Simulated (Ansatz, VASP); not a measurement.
## In in VASP and in Ansatz

File INCAR:

```
SYSTEM = In
PREC = Accurate ; ENCUT = 520
EDIFF = 1E-7 ; ISMEAR = 0
SIGMA = 0.15 ; LREAL = .FALSE.
LASPH = .TRUE. ; NELM = 100
ALGO = Fast ; ISIF = 2
LWAVE = .FALSE. ; LCHARG = .FALSE.
GGA = CA ; NBANDS = 12
```

File KPOINTS:

```
Automatic mesh
0
G
  22 22 22
  0 0 0
```

Contents of POSCAR:

```
In
1.0
   -1.6162021142      1.6162021142      2.5380829454
    1.6162021142     -1.6162021142      2.5380829454
    1.6162021142      1.6162021142     -2.5380829454
In
1
Direct
    0.0000000000      0.0000000000      0.0000000000
```

Input for Ansatz:

```yaml
crystal:
  lattice:
    - [-1.6162021142, 1.6162021142, 2.5380829454]
    - [1.6162021142, -1.6162021142, 2.5380829454]
    - [1.6162021142, 1.6162021142, -2.5380829454]
  atoms:
    - { symbol: In, position: [0.0, 0.0, 0.0] }
basis:
  ecutwfc: 420
kpoints:
  mp_grid: { grid: [22, 22, 22] }
hamiltonian:
  xc: lda
  pseudopotentials: { kind: paw }
scf:
  occupations: { method: gaussian, width: 0.15 }
output:
  forces: true
  stress: true
  eigenvalues: true
```

Alike in both runs: task single point; functional LDA; k mesh 22 × 22 × 22; occupations gaussian, width 0.15 eV; no spin polarisation.

```csv
,VASP,Ansatz
version,VASP 6.6.1,Ansatz 0.2.0
potentials or method,"VASP PAW LDA potentials, release 64 (In_d), cutoff 520 eV","scalar-relativistic, plane waves, PAW"
valence electrons in the cell,13,13
```

```csv
,VASP,Ansatz,Ansatz less VASP
gap on the k mesh at the Fermi level (eV),none,none,-
pressure (GPa),-3.0,-3.0,-0.03
"traceless stress, the component that is largest in VASP (GPa)",-0.12,-0.12,+0.004
```

LDA's correlation is that of Perdew and Zunger in VASP and of Perdew and Wang (1992) in Ansatz. A gap of «none» marks a metal or a gap that the smearing closes.
